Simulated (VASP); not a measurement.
# WSe2 in VASP: single point with PBE0

Aim: the single point of WSe2 with PBE0.

All numbers are computed with VASP 6.6.1; they aren't measurements. Logs are shortened: lines on timing, memory, paths and dates and some standing lists are left out, and cuts for length are marked.

### Step 1. The cell of the first run

The cell holds a sheet with vacuum, 3 atoms: a = 3.240 Å, b = 3.240 Å, c = 19.361 Å, α = 90.00°, β = 90.00°, γ = 120.00°.

### Step 2. Single point, PBE0

The input, POSCAR:

```
WSe2
1.0
    3.2404358306      0.0000000000      0.0000000000
   -1.6202179153      2.8062997486      0.0000000000
    0.0000000000      0.0000000000     19.3612847342
Se W
2 1
Direct
    0.6666666667      0.3333333333      0.4131957207
    0.6666666667      0.3333333333      0.5868042793
    0.3333333333      0.6666666667      0.5000000000
```

The input, INCAR.step1:

```
PREC = Accurate
ENCUT = 400
EDIFF = 1E-5
ISMEAR = 0
SIGMA = 0.03
LREAL = F
LASPH = T
NELM = 120
ALGO = Normal
ISIF = 2
LWAVE = T
LCHARG = F
LDIPOL = T
IDIPOL = 3
DIPOL = 0.5 0.5 0.500
NBANDS = 20
GGA = PE
GGA_COMPAT = F
NELMDL = -8
```

The input, INCAR.step2:

```
PREC = Accurate
ENCUT = 400
EDIFF = 1E-6
ISMEAR = 0
SIGMA = 0.03
LREAL = F
LASPH = T
NELM = 120
ALGO = Normal
ISIF = 2
LWAVE = F
LCHARG = F
LDIPOL = T
IDIPOL = 3
DIPOL = 0.5 0.5 0.500
GGA = PE
LHFCALC = T
AEXX = 0.25
PRECFOCK = Normal
NBANDS = 20
ISTART = 1
GGA_COMPAT = F
```

The input, KPOINTS:

```
Automatic mesh
0
Gamma
  6 6 1
```

Potentials or basis: VASP PAW PBE potentials, release 64 (Se, W_sv).

The run is started by

```
$ cat potpaw_PBE.64/Se/POTCAR potpaw_PBE.64/W_sv/POTCAR > POTCAR
$ cp INCAR.step1 INCAR
$ mpirun -np 1 vasp_std > vasp.out
$ cp INCAR.step2 INCAR
$ mpirun -np 1 vasp_std > vasp.out
```

OUTCAR:

```text
PREC = Accurate
   ENCUT = 400
   EDIFF = 1E-6
   ISMEAR = 0
   LREAL = F
   LASPH = T
   NELM = 120
   ISIF = 2
   GGA = PE
   LHFCALC = T
   AEXX = 0.25
   PRECFOCK = Normal
   ISTART = 1

 ion  position               nearest neighbor table
   1  0.667  0.333  0.413-   3 2.51   3 2.51   3 2.51
   2  0.667  0.333  0.587-   3 2.51   3 2.51   3 2.51
   3  0.333  0.667  0.500-   1 2.51   2 2.51   1 2.51   2 2.51   1 2.51   2 2.51

  LATTYP: Found a hexagonal cell.
 ALAT       =     3.2404358306
 C/A-ratio  =     5.9749014473

  Lattice vectors:

 A1 = (   3.2404358306,   0.0000000000,   0.0000000000)
 A2 = (  -1.6202179153,   2.8062997486,   0.0000000000)
 A3 = (   0.0000000000,   0.0000000000,  19.3612847342)

Analysis of symmetry for initial positions (statically):
=====================================================================
 Subroutine PRICEL returns:
 Original cell was already a primitive cell.

 Routine SETGRP: Setting up the symmetry group for a
 hexagonal supercell.

 Subroutine GETGRP returns: Found 12 space group operations
 (whereof 12 operations were pure point group operations)
 out of a pool of 24 trial point group operations.

The static configuration has the point symmetry D_3h.

Analysis of symmetry for dynamics (positions and initial velocities):
=====================================================================
 Subroutine PRICEL returns:
 Original cell was already a primitive cell.

 Routine SETGRP: Setting up the symmetry group for a
 hexagonal supercell.

 Subroutine GETGRP returns: Found 12 space group operations
 (whereof 12 operations were pure point group operations)
 out of a pool of 24 trial point group operations.

The dynamic configuration has the point symmetry D_3h.

 Subroutine INISYM returns: Found 12 space group operations
 (whereof 12 operations are pure point group operations),
 and found     1 'primitive' translations

----------------------------------------------------------------------------------------

                                     Primitive cell

  volume of cell :     176.0644

  direct lattice vectors                    reciprocal lattice vectors
     3.240435831  0.000000000  0.000000000     0.308600464  0.178170561  0.000000000
    -1.620217915  2.806299749  0.000000000     0.000000000  0.356341122  0.000000000
     0.000000000  0.000000000 19.361284734     0.000000000  0.000000000  0.051649465
[... 80 lines left out ...]
   NUPDOWN=      -1.0000    fix difference up-down
   EMIN   =  10.00;   EMAX   =-10.00  energy-range for DOS
   EFERMI =   0.00;   METHOD = LEGACY
   ISMEAR =     0;   SIGMA  =   0.03  broadening in eV -4-tet -1-fermi 0-gaus
   EFERMI_NEDOS =   21; number of points for ismear=-14 and -15
   IALGO  =     38    algorithm
   IMIX   =      1    mixing-type and parameters
     AMIX     =   0.40;   BMIX     =  1.00
     AMIX_MAG =   1.60;   BMIX_MAG =  1.00
  volume/ion in A,a.u.               =      58.69       396.05
  Fermi-wavevector in a.u.,A,eV,Ry     =   0.865317  1.635213 10.187690  0.748774
  Thomas-Fermi vector in A             =   1.983543
   LORBIT       =      0    0 simple, 1 ext, 2 COOP (PROOUT), +10 PAW based schemes
   GGA     = PE    functional components
   LHFCALC =     T    Hartree Fock is set to
   PRECFOCK=normal    Normal, Fast or Accurate (Low or Medium for compatibility)
   ENCUT4O =  -1.0   cutoff for four orbital integrals eV
   NKREDX  =     1    reduce k-point grid by
   NKREDY  =     1    reduce k-point grid by
   NKREDZ  =     1    reduce k-point grid by
   AEXX    =    0.2500 exact exchange contribution
   HFSCREEN=    0.0000 screening length (either q_TF or 0.3 A-1)
   HFSCREENC=   0.0000 screening length for correlation (either q_TF or 0.3 A-1)
   ENCUTFOCK=  -1.0 apply spherical cutoff to Coloumb kernel
   IVDW    =     0    specifies the selected vdW correction
   LEPSILON=     F    determine dielectric tensor
   LRPA    =     F    only Hartree local field effects (RPA)
 non-spin polarized calculation
 Gauss-broadening in eV      SIGMA  =   0.03
  energy-cutoff  :      400.00
  volume of cell :      176.06
 maximum number of plane-waves:      3232
 NGX is ok and might be reduce to    24
  NGX = 16; NGY = 16; NGZ = 96

 number of electron      26.0000005 magnetization

 dipolmoment           0.000000      0.000000      0.000000 electrons x Angstroem

 Free energy of the ion-electron system (eV)
  ---------------------------------------------------
  ext. energy  EPLUGINS =         0.00000000
  ---------------------------------------------------
  free energy    TOTEN  =       -28.00583633 eV

  energy without entropy =      -28.00583633  energy(sigma->0) =      -28.00583633

 E-fermi :  -1.5803     XC(G=0):  -3.2499

 val. band max:       -1.9832535106   @ k =   0.3333   0.3333   0.0000
 cond. band min:       0.9070259842   @ k =   0.1667   0.1667   0.0000
 fundamental gap:      2.8902794948
 Fermi energy:        -1.5803404459

 k-point     1 :       0.0000    0.0000    0.0000
  band No.  band energies     occupation
      1     -80.0454      2.00000
      2     -42.8745      2.00000
      3     -42.6579      2.00000
      4     -42.6579      2.00000
      5     -18.6128      2.00000
      6     -17.1656      2.00000
[... 150 lines left out ...]
     19       6.1494      0.00000
     20       8.2044      0.00000

------------------------ aborting loop because EDIFF is reached ----------------------------------------

 vacuum level on the upper side and lower side of the slab       (xc-potential included)        -0.005        -0.005

  FORCE on cell =-STRESS in cart. coord.  units (eV):
  Direction    XX          YY          ZZ          XY          YZ          ZX
  --------------------------------------------------------------------------------------
  -------------------------------------------------------------------------------------
  Total        1.1821617      1.1821617     -0.2848985      0.0000000      0.0000000      0.0000000
  in kB       10.7576108     10.7576108     -2.5925614      0.0000000      0.0000000      0.0000000
  external PRESSURE =       6.3075534 kB  Pullay stress =       0.0000000 kB

 VOLUME and BASIS-vectors are now :
 -----------------------------------------------------------------------------
  energy-cutoff  :      400.00
  volume of cell :      176.06
      direct lattice vectors                 reciprocal lattice vectors
     3.240435831  0.000000000  0.000000000     0.308600464  0.178170561  0.000000000
    -1.620217915  2.806299749  0.000000000     0.000000000  0.356341122  0.000000000
     0.000000000  0.000000000 19.361284734     0.000000000  0.000000000  0.051649465

 POSITION                                       TOTAL-FORCE (eV/Angst)
 -----------------------------------------------------------------------------------
      1.62022      0.93543      8.00000         0.000000     -0.000000      0.066967
      1.62022      0.93543     11.36128         0.000000      0.000000     -0.066967
     -0.00000      1.87087      9.68064        -0.000000     -0.000000      0.000000
 -----------------------------------------------------------------------------------
    total drift:                               -0.000011      0.000005      0.000000

  FREE ENERGIE OF THE ION-ELECTRON SYSTEM (eV)
  ---------------------------------------------------
  free  energy   TOTEN  =       -28.0058363332 eV

  energy  without entropy=      -28.0058363332  energy(sigma->0) =      -28.00583633

 vacuum level on the upper side and lower side of the slab         3.793         3.793
```

OUTCAR.step1:

```text
PREC = Accurate
   ENCUT = 400
   EDIFF = 1E-5
   ISMEAR = 0
   LREAL = F
   LASPH = T
   NELM = 120
   ISIF = 2
[... 373 lines left out ...]
      1.62022      0.93543     11.36128         0.000000      0.000000      0.552014
     -0.00000      1.87087      9.68064        -0.000000      0.000000      0.000000
 -----------------------------------------------------------------------------------
    total drift:                                0.000000     -0.000000     -0.000000

  FREE ENERGIE OF THE ION-ELECTRON SYSTEM (eV)
  ---------------------------------------------------
  free  energy   TOTEN  =       -21.5494267104 eV

  energy  without entropy=      -21.5494267104  energy(sigma->0) =      -21.54942671

 vacuum level on the upper side and lower side of the slab         3.637         3.637
```

It took 12 min on 1 thread of Oxide Virtual Turin-like, shared host; peak memory 0.24 GiB.

What came out:

* Free energy: -28.0058 eV
* Largest force: 0.067 eV/Å
* Band gap on the k mesh: 2.89 eV (least direct gap 3.01 eV)

Forces on the atoms (eV/Å):
```
Se   0.000  0.000  0.067
Se   0.000  0.000 -0.067
W    0.000  0.000  0.000
```

Caveat: the PAW data sets were made with another functional, which shifts forces and pressure a little; spin-orbit coupling is left out, which moves the levels of the heavy elements.
